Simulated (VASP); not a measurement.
Runs of VASP 6.6.1 on Si. The structure is that of space group Fd-3m (No. 227), or close to it. The cells are those of the table. 

```tsv
cell	gap on the mesh (eV)	pressure (GPa)
a = 3.820 Å, angles 60.0°, 2 atoms	0.44	0.1
a = 3.857, b = 3.750, c = 3.854 Å, angles 60.9, 58.2, 60.9°, 2 atoms	(a)	0.1
a = 3.837, b = 3.837, c = 3.786 Å, angles 60.4, 60.4, 59.1°, 2 atoms	0.30	0.1
a = 3.803, b = 3.803, c = 3.853 Å, angles 59.6, 59.6, 60.9°, 2 atoms	0.16	0.1
a = 3.854, b = 3.854, c = 3.753 Å, angles 60.9, 60.9, 58.3°, 2 atoms	0.16	0.1
```

Alike in all rows: task single point; level LDA; potentials or basis VASP PAW LDA potentials, release 64 (Si); no spin polarisation; k mesh 12 × 12 × 12; cutoff (eV) 520; smearing gaussian 0.05 eV.

**Question.** Fill in the values left out.

**Answer.** (a) 0.14.

A k mesh can miss the band edges.
